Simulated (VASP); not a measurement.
Input of a VASP 6.6.1 run:

The input INCAR:

```
SYSTEM = AgB2
PREC     = Accurate       ! precision mode
ENCUT    = 500            ! plane-wave cutoff, eV
EDIFF    = 1E-6           ! SCF threshold, eV
ISMEAR   = -1             ! smearing method
SIGMA    = 0.05           ! smearing width, eV
LREAL    = .False.        ! projectors in reciprocal space
LASPH    = .True.         ! aspherical terms in the spheres
NELM     = 120            ! most SCF steps
ALGO     = Normal         ! electronic algorithm
ISIF     = 2              ! what is computed and relaxed
LWAVE    = .False.        ! write WAVECAR
LCHARG   = .False.        ! write CHGCAR
GGA      = PS             ! functional
NBANDS   = 16             ! bands
GGA_COMPAT= .False.
```

File KPOINTS:

```
Automatic mesh
0
Gamma
  7 7 7
  0 0 0
```

File POSCAR:

```
AgB2
1.0
    0.0000000000      2.5532583177      2.5532583177
    2.5532583177      0.0000000000      2.5532583177
    2.5532583177      2.5532583177      0.0000000000
Ag B
1 2
Direct
    0.0000000000      0.0000000000      0.0000000000
    0.2500000000      0.2500000000      0.2500000000
    0.7500000000      0.7500000000      0.7500000000
```

Potentials or basis: VASP PAW PBE potentials, release 64 (Ag, B).

Command:

```console
$ cat potpaw_PBE.64/Ag/POTCAR potpaw_PBE.64/B/POTCAR > POTCAR
$ mpirun -np 1 vasp_std > vasp.out
```

**Question.** Predict the pressure.

**Answer.** -0.3 GPa.

**Question.** Predict the band gap on the k mesh.

**Answer.** Zero (an odd number of electrons rules out a gap without spin polarisation).

Caveat: the PAW data sets were made with another functional, which shifts forces and pressure a little.
